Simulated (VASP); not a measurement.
A run of VASP 6.6.1 is set up as follows.

INCAR

```
ALGO     = Normal         # electronic algorithm
EDIFF    = 1E-6           # SCF threshold, eV
ENCUT    = 520            # plane-wave cutoff, eV
ISIF     = 2              # what is computed and relaxed
ISMEAR   = 0              # smearing method
LASPH    = T              # aspherical terms in the spheres
LCHARG   = T              # write CHGCAR
LELF     = T              # ELF
LREAL    = F              # projectors in reciprocal space
LVHAR    = T            
LWAVE    = F              # write WAVECAR
NBANDS   = 12             # bands
NELM     = 60             # most SCF steps
PREC     = Accurate       # precision mode
SIGMA    = 0.05           # smearing width, eV
```

File KPOINTS:

```
k-points
0
Gamma
  8 8 8
```

Contents of POSCAR:

```
CsH
1.0
    0.0597750000      3.1880000000      3.1880000000
    3.1880000000      0.0597750000      3.1880000000
    3.2477750000      3.2477750000      0.0000000000
Cs H
1 1
Direct
    0.0000000000      0.0000000000      0.0000000000
    0.5000000000      0.5000000000      0.5000000000
```

Potentials or basis: VASP PAW LDA potentials, release 64 (Cs_sv, H).

The run is started by

```bash
$ cat potpaw_LDA.64/Cs_sv/POTCAR potpaw_LDA.64/H/POTCAR > POTCAR
$ mpirun -np 1 vasp_std > vasp.out
```

Predict the band gap on the k mesh.

1.91 eV (least direct gap 1.94 eV).

Estimate the pressure.

-1.2 GPa.

Stress tensor (GPa, compression positive):
```
-1.24 -0.21  0.00
-0.21 -1.24  0.00
 0.00  0.00 -1.24
```

Caveat: the cell differs from its parent crystal (strain +0.0375 x Voigt [0, 0, 0, 0, 0, 1]); spin-orbit coupling is left out, which moves the levels of the heavy elements. A k mesh can miss the band edges.
